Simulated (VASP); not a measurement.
## Pd: single point with PBEsol

The system is Pd.

```
Pd
1.0
     0.00000    1.94490    2.02270
     1.94490    0.00000    2.02270
     1.94490    1.94490    0.00000
Pd
1
Direct
  0.00000 0.00000 0.00000
```

This cell differs from its parent crystal: strain +0.000 along x and y, +0.040 along z.

```yaml
Program: VASP 6.6.1
Task: single point
Functional: PBEsol
Potentials_or_basis: VASP PAW PBE potentials, release 64 (Pd)
Cutoff: 520 eV
k_mesh: 20 × 20 × 20
Occupations: gaussian, width 0.15 eV
Spin: no spin polarisation
Dipole_correction: no
Further_INCAR_settings: ALGO = Normal; EDIFF = 1e-07; NBANDS = 11
```

| Property | Result |
| --- | --- |
| Pressure | -9.1 GPa |
| Band gap on the k mesh | zero (bands 5 and 6 overlap by 1.59 eV) |

Stress tensor (GPa, compression positive):
```
 -8.32   0.00   0.00
  0.00  -8.32   0.00
  0.00   0.00 -10.56
```

Levels at points of the mesh, in eV from the Fermi level:
```tsv
k point	band 2	band 3	band 4	band 5	band 6	band 7	band 8	band 9
(0.00, 0.00, 0.00)	-2.93	-2.56	-2.56	-1.35	-0.97	17.13	21.10	21.96
(0.50, 0.00, 0.00)	-2.89	-2.56	-0.09	0.05	1.01	6.99	16.39	20.31
(0.50, 0.50, 0.00)	-4.85	-0.03	0.26	0.26	2.78	9.66	13.41	13.41
(0.50, 0.00, 0.50)	-4.83	-0.06	0.15	0.40	3.52	10.69	12.60	12.78
```

Wall time 3.2 min on 1 thread of AMD EPYC 7R13, with other jobs on the host, peak memory 0.19 GiB.

Caveat: the cell differs from its parent crystal (strain +0.000 along x and y, +0.040 along z); the cell stands under tension; the PAW data sets were made with another functional, which shifts forces and pressure a little.
